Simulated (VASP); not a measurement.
Write the native input for VASP 6.6.1 that does the following.

* Task: relaxation of cell and atoms
* Functional: PBE
* Potentials or basis: VASP PAW PBE potentials, release 64 (Ga_d, Se)
* Cutoff: 600 eV
* k mesh: 4 × 4 × 4
* Occupations: gaussian, width 0.1 eV
* Spin: no spin polarisation
* Dipole correction: no
* Further INCAR settings: ALGO = Normal; EDIFF = 1e-06; IBRION = 2; EDIFFG = -0.04; NSW = 90; ISIF = 3

The structure of Ga3Se lies in POSCAR:

```
Ga3Se
1.0
    3.9085140800      0.0000000000      0.0000000000
    0.0000000000      3.9085140800      0.0000000000
    0.0000000000      0.0000000000      5.6306242800
Ga Se
3 1
Direct
    0.0000000000      0.5000000000      0.5000000000
    0.5000000000      0.0000000000      0.5000000000
    0.5000000000      0.5000000000      0.0000000000
    0.0000000000      0.0000000000      0.0000000000
```

The cell was generated, and may not be a known phase.

One way to write it, as run:

INCAR

```
PREC = Accurate
ENCUT = 600
EDIFF = 1E-6
ISMEAR = 0
SIGMA = 0.1
LREAL = False
LASPH = True
NELM = 60
ALGO = Normal
ISIF = 3
LWAVE = False
LCHARG = False
GGA = PE
IBRION = 2
NSW = 90
EDIFFG = -0.04
```

KPOINTS

```
regular mesh
0
Gamma
  4 4 4
```

Potentials or basis: VASP PAW PBE potentials, release 64 (Ga_d, Se).

The run is started by

```console
$ cat potpaw_PBE.64/Ga_d/POTCAR potpaw_PBE.64/Se/POTCAR > POTCAR
$ mpirun -np 1 vasp_std > vasp.out
```

Results of the run:

```yaml
Relaxed_volume: 21.26 Å³/atom
Relaxed_cell: a = 4.051 Å, b = 4.051 Å, c = 5.182 Å, α = 90.00°, β = 90.00°, γ = 90.00°
Space_group_after_relaxing_to_0.1_Å: P4/mmm (No. 123)
Energy_gained_by_relaxing: 32.3 meV/atom
Ionic_steps: 7
Pressure_after_relaxing: 0.1 GPa
Band_gap_on_the_k_mesh: zero (an odd number of electrons rules out a gap without spin polarisation)
```

Caveat: the k points lie up to 0.39 Å⁻¹ apart in the final cell, too coarse for converged energies and pressures of a metal.

Run time: 4.5 min on 1 thread of Intel Xeon 8259CL, with other jobs on the host, peak memory 0.24 GiB.
